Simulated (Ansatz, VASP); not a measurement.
**K2Hf in VASP and in Ansatz**

```xyz
3
Lattice="0.0000 4.4458 4.4458 4.4458 0.0000 4.4458 4.4458 4.4458 0.0000" Properties=species:S:1:pos:R:3 pbc="T T T"
K     2.2229    2.2229    2.2229
K     6.6687    6.6687    6.6687
Hf    0.0000    0.0000    0.0000
```

Alike in both runs: functional PBE; k mesh 4 × 4 × 4; occupations gaussian, width 0.1 eV; no spin polarisation.

Ansatz relaxed the structure, and its values are those at the end. VASP's run is a single point on that final structure, the one shown.

|  | VASP | Ansatz |
| --- | --- | --- |
| version | VASP 6.6.1 | Ansatz 0.2.0 |
| potentials or method | VASP PAW PBE potentials, release 64 (K_sv, Hf_pv), cutoff 520 eV | scalar-relativistic, plane waves, PAW |
| valence electrons in the cell | 28 | 44 |

|  | VASP | Ansatz | Ansatz less VASP |
| --- | --- | --- | --- |
| gap on the k mesh at the Fermi level (eV) | none | none | - |
| pressure (GPa) | 0.0 | 0.0 | +0.02 |

A gap of «none» marks a metal or a gap that the smearing closes. VASP's potentials hold 28 valence electrons a cell and Ansatz's 44, so a difference there can come from the potentials and not from the codes.

Spin-orbit coupling is off throughout.
